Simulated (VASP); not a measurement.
# BAs in VASP: a series of runs, part 2 of 3

VASP 6.6.1. Earlier steps stand in the parts before.

## Step 3: Electric field gradients, LDA (volume scaled by 1.02)

The input, INCAR:

```
SYSTEM = BAs
PREC = Accurate
ENCUT = 520
EDIFF = 1E-8
ISMEAR = -1
SIGMA = 0.03
LREAL = .FALSE.
LASPH = .TRUE.
NELM = 60
ALGO = Normal
ISIF = 2
LWAVE = .FALSE.
LCHARG = .FALSE.
LEFG = .TRUE.
NBANDS = 11
```

The input, KPOINTS:

```
regular mesh
0
G
  15 15 15
  0 0 0
```

The input, POSCAR:

```
BAs
1.0
    0.0000000000      2.4043183418      2.4043183418
    2.4043183418      0.0000000000      2.4043183418
    2.4043183418      2.4043183418      0.0000000000
B As
1 1
Direct
    0.0000000000      0.0000000000      0.0000000000
    0.7500000000      0.7500000000      0.7500000000
```

Potentials or basis: VASP PAW LDA potentials, release 64 (B, As).

Run with:

```sh
> cat potpaw_LDA.64/B/POTCAR potpaw_LDA.64/As/POTCAR > POTCAR
> mpirun -np 1 vasp_std > vasp.out
```

OUTCAR:

```text
SYSTEM = BAs
   PREC = Accurate
   ENCUT = 520
   EDIFF = 1E-8
   ISMEAR = -1
   LREAL = .FALSE.
   LASPH = .TRUE.
   NELM = 60
   ISIF = 2

 ion  position               nearest neighbor table
   1  0.000  0.000  0.000-   2 2.08   2 2.08   2 2.08   2 2.08
   2  0.750  0.750  0.750-   1 2.08   1 2.08   1 2.08   1 2.08

  LATTYP: Found a face centered cubic cell.
 ALAT       =     4.8086366836

  Lattice vectors:

 A1 = (   0.0000000000,   2.4043183418,   2.4043183418)
 A2 = (   2.4043183418,   0.0000000000,   2.4043183418)
 A3 = (   2.4043183418,   2.4043183418,   0.0000000000)

Analysis of symmetry for initial positions (statically):
=====================================================================
 Subroutine PRICEL returns:
 Original cell was already a primitive cell.

 Routine SETGRP: Setting up the symmetry group for a
 face centered cubic supercell.

 Subroutine GETGRP returns: Found 24 space group operations
 (whereof 24 operations were pure point group operations)
 out of a pool of 48 trial point group operations.

The static configuration has the point symmetry T_d .

Analysis of symmetry for dynamics (positions and initial velocities):
=====================================================================
 Subroutine PRICEL returns:
 Original cell was already a primitive cell.

 Routine SETGRP: Setting up the symmetry group for a
 face centered cubic supercell.

 Subroutine GETGRP returns: Found 24 space group operations
 (whereof 24 operations were pure point group operations)
 out of a pool of 48 trial point group operations.

The dynamic configuration has the point symmetry T_d .

 Subroutine INISYM returns: Found 24 space group operations
 (whereof 24 operations are pure point group operations),
 and found     1 'primitive' translations

----------------------------------------------------------------------------------------

                                     Primitive cell

  volume of cell :      27.7975

  direct lattice vectors                    reciprocal lattice vectors
     0.000000000  2.404318342  2.404318342    -0.207959151  0.207959151  0.207959151
     2.404318342  0.000000000  2.404318342     0.207959151 -0.207959151  0.207959151
     2.404318342  2.404318342  0.000000000     0.207959151  0.207959151 -0.207959151

  length of vectors
     3.400219607  3.400219607  3.400219607     0.360195815  0.360195815  0.360195815

  position of ions in fractional coordinates (direct lattice)
     0.000000000  0.000000000  0.000000000
     0.750000000  0.750000000  0.750000000

  ion indices of the primitive-cell ions
   primitive index   ion index
                 1           1
                 2           2

----------------------------------------------------------------------------------------

 KPOINTS: regular mesh

Automatic generation of k-mesh.
 Grid dimensions read from file:
 generate k-points for:   15   15   15

 Generating k-lattice:
[... 71 lines left out ...]
   TEBEG  =    0.0;   TEEND  =   0.0 temperature during run
   PSTRESS=    0.0 pullay stress
   NELECT =       8.0000    total number of electrons
   NUPDOWN=      -1.0000    fix difference up-down
   EMIN   =  10.00;   EMAX   =-10.00  energy-range for DOS
   EFERMI =   0.00;   METHOD = LEGACY
   ISMEAR =    -1;   SIGMA  =   0.03  broadening in eV -4-tet -1-fermi 0-gaus
   EFERMI_NEDOS =   21; number of points for ismear=-14 and -15
   IALGO  =     38    algorithm
   IMIX   =      4    mixing-type and parameters
     AMIX     =   0.40;   BMIX     =  1.00
     AMIX_MAG =   1.60;   BMIX_MAG =  1.00
  volume/ion in A,a.u.               =      13.90        93.79
  Fermi-wavevector in a.u.,A,eV,Ry     =   1.080860  2.042530 15.895126  1.168259
  Thomas-Fermi vector in A             =   2.216862
   LORBIT       =      0    0 simple, 1 ext, 2 COOP (PROOUT), +10 PAW based schemes
   GGA     = CA    functional components
   LHFCALC =     F    Hartree Fock is set to
   AEXX    =    0.0000 exact exchange contribution
   IVDW    =     0    specifies the selected vdW correction
   LEPSILON=     F    determine dielectric tensor
   LRPA    =     F    only Hartree local field effects (RPA)
 non-spin polarized calculation
  energy-cutoff  :      520.00
  volume of cell :       27.80
 maximum number of plane-waves:       763
 NGX is ok and might be reduce to    28
   NGX = 13   NGY = 13   NGZ = 13

 number of electron       8.0000000 magnetization

 Free energy of the ion-electron system (eV)
  ---------------------------------------------------
  ext. energy  EPLUGINS =         0.00000000
  ---------------------------------------------------
  free energy    TOTEN  =       -12.90648542 eV

  energy without entropy =      -12.90648542  energy(sigma->0) =      -12.90648542

 E-fermi :   6.4836     XC(G=0): -10.7018

 val. band max:        5.9351284557   @ k =   0.0000   0.0000   0.0000
 cond. band min:       7.0745553278   @ k =   0.4000   0.4000   0.0000
 fundamental gap:      1.1394268722
 Fermi energy:         6.4835832217

 k-point     1 :       0.0000    0.0000    0.0000
  band No.  band energies     occupation
      1      -9.2637      2.00000
      2       5.9351      2.00000
      3       5.9351      2.00000
      4       5.9351      2.00000
      5       9.1593      0.00000
      6       9.1593      0.00000
      7       9.1593      0.00000
      8      10.3766      0.00000
      9      15.1937      0.00000
     10      18.8861      0.00000
     11      18.8861      0.00000
[... 309 lines left out ...]
 k-point    24 :       0.2000    0.1333    0.0000
  band No.  band energies     occupation
      1      -8.6254      2.00000
      2       3.1476      2.00000
      3       4.2799      2.00000
      4       4.4829      2.00000
      5       8.3853      0.00000
      6      10.8970      0.00000
      7      11.4093      0.00000
      8      11.9072      0.00000
      9      15.6387      0.00000
     10      17.4220      0.00000
     11      19.0973      0.00000

 [... further k-points ...]
[... 5 lines left out ...]
  --------------------------------------------------------------------------------------
  -------------------------------------------------------------------------------------
  Total       -0.9790668     -0.9790668     -0.9790668     -0.0000000      0.0000000      0.0000000
  in kB      -56.4309038    -56.4309038    -56.4309038     -0.0000000      0.0000000      0.0000000
  external PRESSURE =     -56.4309038 kB  Pullay stress =       0.0000000 kB

 VOLUME and BASIS-vectors are now :
 -----------------------------------------------------------------------------
  energy-cutoff  :      520.00
  volume of cell :       27.80
      direct lattice vectors                 reciprocal lattice vectors
     0.000000000  2.404318342  2.404318342    -0.207959151  0.207959151  0.207959151
     2.404318342  0.000000000  2.404318342     0.207959151 -0.207959151  0.207959151
     2.404318342  2.404318342  0.000000000     0.207959151  0.207959151 -0.207959151

 POSITION                                       TOTAL-FORCE (eV/Angst)
 -----------------------------------------------------------------------------------
      0.00000      0.00000      0.00000        -0.000000     -0.000000     -0.000000
      3.60648      3.60648      3.60648         0.000000      0.000000      0.000000
 -----------------------------------------------------------------------------------
    total drift:                                0.000000      0.000000      0.000000

  FREE ENERGIE OF THE ION-ELECTRON SYSTEM (eV)
  ---------------------------------------------------
  free  energy   TOTEN  =       -12.9064854163 eV

  energy  without entropy=      -12.9064854163  energy(sigma->0) =      -12.90648542

 Electric field gradients (V/A^2)
---------------------------------------------------------------------
 ion       V_xx      V_yy      V_zz      V_xy      V_xz      V_yz
---------------------------------------------------------------------
   1       0.000    -0.000     0.000    -0.000    -0.000    -0.000
   2      -0.000     0.000     0.000     0.000     0.000     0.000
---------------------------------------------------------------------

 Electric field gradients after diagonalization (V/A^2)
 (convention: |V_zz| > |V_xx| > |V_yy|)
----------------------------------------------------------------------
 ion       V_xx      V_yy      V_zz     asymmetry (V_yy - V_xx)/ V_zz
----------------------------------------------------------------------
   1       0.000     0.000    -0.000       0.000
   2      -0.000    -0.000     0.000       0.000
----------------------------------------------------------------------

           NMR quadrupolar parameters

 Cq : quadrupolar parameter    Cq=e*Q*V_zz/h
 eta: asymmetry parameters     (V_yy - V_xx)/ V_zz
 Q  : nuclear electric quadrupole moment in mb (millibarn)
----------------------------------------------------------------------
 ion       Cq(MHz)       eta       Q (mb)
----------------------------------------------------------------------
   1      -0.000       0.000       1.000
   2       0.000       0.000       1.000
----------------------------------------------------------------------
```

OSZICAR:

```text
N       E                     dE             d eps       ncg     rms          rms(c)
DAV:   1     0.108447262509E+02    0.10845E+02   -0.37502E+03  2640   0.637E+02
DAV:   2    -0.128843461022E+02   -0.23729E+02   -0.22673E+02  3539   0.103E+02
DAV:   3    -0.135862661749E+02   -0.70192E+00   -0.70076E+00  3297   0.168E+01
DAV:   4    -0.135881256265E+02   -0.18595E-02   -0.18594E-02  2927   0.102E+00
DAV:   5    -0.135881288157E+02   -0.31892E-05   -0.31892E-05  3127   0.442E-02    0.487E+00
DAV:   6    -0.129935029822E+02    0.59463E+00   -0.16201E+00  2835   0.504E+00    0.230E+00
DAV:   7    -0.129192836349E+02    0.74219E-01   -0.17655E-01  3116   0.211E+00    0.880E-01
DAV:   8    -0.129064546764E+02    0.12829E-01   -0.22562E-02  3030   0.786E-01    0.956E-02
DAV:   9    -0.129064774220E+02   -0.22746E-04   -0.76858E-04  2940   0.167E-01    0.545E-02
DAV:  10    -0.129064840890E+02   -0.66670E-05   -0.76836E-05  2802   0.498E-02    0.122E-02
DAV:  11    -0.129064855493E+02   -0.14603E-05   -0.16952E-06  3218   0.832E-03    0.112E-02
DAV:  12    -0.129064854158E+02    0.13352E-06   -0.82622E-07  2862   0.375E-03    0.312E-03
DAV:  13    -0.129064854163E+02   -0.55127E-09   -0.33966E-08  3093   0.120E-03
   1 F= -.12906485E+02 E0= -.12906485E+02  d E =-.199873E-10
```

stdout:

```text
POSCAR found type information on POSCAR B As
 POSCAR found :  2 types and       2 ions
 scaLAPACK will be used
 LDA part: xc-table for (Slater(with rela. corr.)+CA(PZ))
 , standard interpolation
 POSCAR, INCAR and KPOINTS ok, starting setup
 FFT: planning ... GRIDC
 FFT: planning ... GRID_SOFT
 FFT: planning ... GRID
 WAVECAR not read
 entering main loop
ion   1

ion   2
```

It took 16 s on 1 thread of Intel Xeon 6975P-C (Granite Rapids), shared host; peak memory 0.17 GiB.

What came out:

| Property | Result |
| --- | --- |
| Free energy | -12.9065 eV |
| Pressure | -5.6 GPa |
| Band gap on the k mesh | 1.14 eV, indirect (least direct gap 3.22 eV) |

Caveat: without QUAD_EFG the Cq values of the log hold for a quadrupole moment of 1 mb, not for the nuclei. A k mesh can miss the band edges.

## Step 4: Electric field gradients, LDA (equal xx and yy strain of -2 %)

The input, INCAR:

```
ALGO     = Normal         # electronic algorithm
EDIFF    = 1E-8           # SCF threshold, eV
ENCUT    = 520            # plane-wave cutoff, eV
GGA      = CA             # functional
ISIF     = 2              # what is computed and relaxed
ISMEAR   = -1             # smearing method
LASPH    = True           # aspherical terms in the spheres
LCHARG   = False          # write CHGCAR
LEFG     = True         
LREAL    = False          # projectors in reciprocal space
LWAVE    = False          # write WAVECAR
NBANDS   = 11             # bands
NELM     = 60             # most SCF steps
PREC     = Accurate       # precision mode
SIGMA    = 0.03           # smearing width, eV
```

The input, KPOINTS:

```
k-points
0
Gamma
  15 15 15
```

The input, POSCAR:

```
BAs
1.0
    0.0000000000      2.3407300000      2.3885000000
    2.3407300000      0.0000000000      2.3885000000
    2.3407300000      2.3407300000      0.0000000000
B As
1 1
Direct
    0.0000000000      0.0000000000      0.0000000000
    0.7500000000      0.7500000000      0.7500000000
```

Potentials or basis: VASP PAW LDA potentials, release 64 (B, As).

Run with:

```sh
> cat potpaw_LDA.64/B/POTCAR potpaw_LDA.64/As/POTCAR > POTCAR
> mpirun -np 1 vasp_std > vasp.out
```

OUTCAR:

```text
EDIFF = 1E-8
   ENCUT = 520
   GGA = CA
   ISIF = 2
   ISMEAR = -1
   LASPH = True
   LREAL = False
   NELM = 60
   PREC = Accurate

 ion  position               nearest neighbor table
   1  0.000  0.000  0.000-   2 2.04   2 2.04   2 2.04   2 2.04
   2  0.750  0.750  0.750-   1 2.04   1 2.04   1 2.04   1 2.04

  LATTYP: Found a body centered tetragonal cell.
 ALAT       =     3.3102921119
 C/A-ratio  =     1.4430750636

  Lattice vectors:

 A1 = (  -2.3407300000,   0.0000000000,   2.3885000000)
 A2 = (   2.3407300000,   0.0000000000,   2.3885000000)
 A3 = (   0.0000000000,   2.3407300000,  -2.3885000000)

Analysis of symmetry for initial positions (statically):
=====================================================================
 Subroutine PRICEL returns:
 Original cell was already a primitive cell.

 Routine SETGRP: Setting up the symmetry group for a
 body centered tetragonal supercell.

 Subroutine GETGRP returns: Found  8 space group operations
 (whereof  8 operations were pure point group operations)
 out of a pool of 16 trial point group operations.

The static configuration has the point symmetry D_2d.

Analysis of symmetry for dynamics (positions and initial velocities):
=====================================================================
 Subroutine PRICEL returns:
 Original cell was already a primitive cell.

 Routine SETGRP: Setting up the symmetry group for a
 body centered tetragonal supercell.

 Subroutine GETGRP returns: Found  8 space group operations
 (whereof  8 operations were pure point group operations)
 out of a pool of 16 trial point group operations.

The dynamic configuration has the point symmetry D_2d.
[... 163 lines left out ...]
      8      11.8302      0.00000
      9      16.1868      0.00000
     10      19.5135      0.00000
     11      20.1126      0.00000
[... 309 lines left out ...]
 k-point    24 :       0.2000    0.1333    0.0000
  band No.  band energies     occupation
      1      -8.4683      2.00000
      2       3.7477      2.00000
      3       4.9359      2.00000
      4       5.0847      2.00000
      5       9.2414      0.00000
      6      11.9022      0.00000
      7      12.2983      0.00000
      8      12.8748      0.00000
      9      16.3535      0.00000
     10      18.5110      0.00000
     11      20.2355      0.00000

 [... further k-points ...]
[... 5 lines left out ...]
  --------------------------------------------------------------------------------------
  -------------------------------------------------------------------------------------
  Total        0.7066976      0.7066976     -0.0245278      0.0000000      0.0000000      0.0000000
  in kB       43.2599806     43.2599806     -1.5014521      0.0000000      0.0000000      0.0000000
  external PRESSURE =      28.3395030 kB  Pullay stress =       0.0000000 kB

 VOLUME and BASIS-vectors are now :
 -----------------------------------------------------------------------------
  energy-cutoff  :      520.00
  volume of cell :       26.17
      direct lattice vectors                 reciprocal lattice vectors
     0.000000000  2.340730000  2.388500000    -0.213608575  0.213608575  0.209336404
     2.340730000  0.000000000  2.388500000     0.213608575 -0.213608575  0.209336404
     2.340730000  2.340730000  0.000000000     0.213608575  0.213608575 -0.209336404

 POSITION                                       TOTAL-FORCE (eV/Angst)
 -----------------------------------------------------------------------------------
      0.00000      0.00000      0.00000        -0.000000     -0.000000     -0.000000
      3.51110      3.51110      3.58275         0.000000      0.000000      0.000000
 -----------------------------------------------------------------------------------
    total drift:                                0.000000      0.000000      0.000000

  FREE ENERGIE OF THE ION-ELECTRON SYSTEM (eV)
  ---------------------------------------------------
  free  energy   TOTEN  =       -12.9176268889 eV

  energy  without entropy=      -12.9176268886  energy(sigma->0) =      -12.91762689

 Electric field gradients (V/A^2)
---------------------------------------------------------------------
 ion       V_xx      V_yy      V_zz      V_xy      V_xz      V_yz
---------------------------------------------------------------------
   1      -0.089    -0.089     0.178     0.000     0.000     0.000
   2      -1.370    -1.370     2.740     0.000     0.000     0.000
---------------------------------------------------------------------

 Electric field gradients after diagonalization (V/A^2)
 (convention: |V_zz| > |V_xx| > |V_yy|)
----------------------------------------------------------------------
 ion       V_xx      V_yy      V_zz     asymmetry (V_yy - V_xx)/ V_zz
----------------------------------------------------------------------
   1      -0.089    -0.089     0.178       0.000
   2      -1.370    -1.370     2.740       0.000
----------------------------------------------------------------------

           NMR quadrupolar parameters

 Cq : quadrupolar parameter    Cq=e*Q*V_zz/h
 eta: asymmetry parameters     (V_yy - V_xx)/ V_zz
 Q  : nuclear electric quadrupole moment in mb (millibarn)
----------------------------------------------------------------------
 ion       Cq(MHz)       eta       Q (mb)
----------------------------------------------------------------------
   1       0.000       0.000       1.000
   2       0.007       0.000       1.000
----------------------------------------------------------------------
```

OSZICAR:

```text
N       E                     dE             d eps       ncg     rms          rms(c)
DAV:   1     0.117754080054E+02    0.11775E+02   -0.38757E+03  6344   0.646E+02
DAV:   2    -0.129720764101E+02   -0.24747E+02   -0.23428E+02  8398   0.108E+02
DAV:   3    -0.137261281563E+02   -0.75405E+00   -0.75238E+00  7861   0.174E+01
DAV:   4    -0.137282173796E+02   -0.20892E-02   -0.20891E-02  7048   0.104E+00
DAV:   5    -0.137282205931E+02   -0.32135E-05   -0.32134E-05  7675   0.437E-02    0.532E+00
DAV:   6    -0.130218157649E+02    0.70640E+00   -0.18242E+00  6840   0.554E+00    0.250E+00
DAV:   7    -0.129313450944E+02    0.90471E-01   -0.22522E-01  7549   0.235E+00    0.917E-01
DAV:   8    -0.129175940223E+02    0.13751E-01   -0.24319E-02  7320   0.830E-01    0.102E-01
DAV:   9    -0.129176208031E+02   -0.26781E-04   -0.77540E-04  7242   0.173E-01    0.614E-02
DAV:  10    -0.129176255323E+02   -0.47292E-05   -0.76376E-05  6768   0.495E-02    0.133E-02
DAV:  11    -0.129176270366E+02   -0.15043E-05   -0.20866E-06  7724   0.884E-03    0.132E-02
DAV:  12    -0.129176268883E+02    0.14831E-06   -0.81154E-07  6933   0.378E-03    0.361E-03
DAV:  13    -0.129176268889E+02   -0.57008E-09   -0.31525E-08  7518   0.119E-03
   1 F= -.12917627E+02 E0= -.12917627E+02  d E =-.334630E-09
```

stdout:

```text
POSCAR found type information on POSCAR B As
 POSCAR found :  2 types and       2 ions
 scaLAPACK will be used
 LDA part: xc-table for (Slater(with rela. corr.)+CA(PZ))
 , standard interpolation
 POSCAR, INCAR and KPOINTS ok, starting setup
 FFT: planning ... GRIDC
 FFT: planning ... GRID_SOFT
 FFT: planning ... GRID
 WAVECAR not read
 entering main loop
ion   1

ion   2
```

Run time: 1.7 min. Hardware: 1 thread of Intel Xeon 6975P-C, shared host; peak memory 0.21 GiB.

What came out:

```yaml
Free_energy: -12.9176 eV
Pressure: 2.8 GPa
Band_gap_on_the_k_mesh: 0.93 eV, indirect (least direct gap 3.19 eV)
```

Stress tensor (GPa, compression positive):
```
 4.33  0.00  0.00
 0.00  4.33  0.00
 0.00  0.00 -0.15
```

Levels at points of the mesh, in eV from the valence-band top:
```tsv
k point	band 1	band 2	band 3	band 4	band 5	band 6	band 7	band 8
(0.00, 0.00, 0.00)	-15.82	-0.21	0.00	0.00	3.19	3.19	3.32	5.14
```

Electric field gradients, principal values (V/Å²):
```csv
atom,least,middle,greatest (by size)
1 B,-0.089,-0.089,0.178
2 As,-1.370,-1.370,2.740
```

Caveat: the cell differs from its parent crystal (equal xx and yy strain of -2 %); without QUAD_EFG the Cq values of the log hold for a quadrupole moment of 1 mb, not for the nuclei.

(Continued in part 3 of 3.)
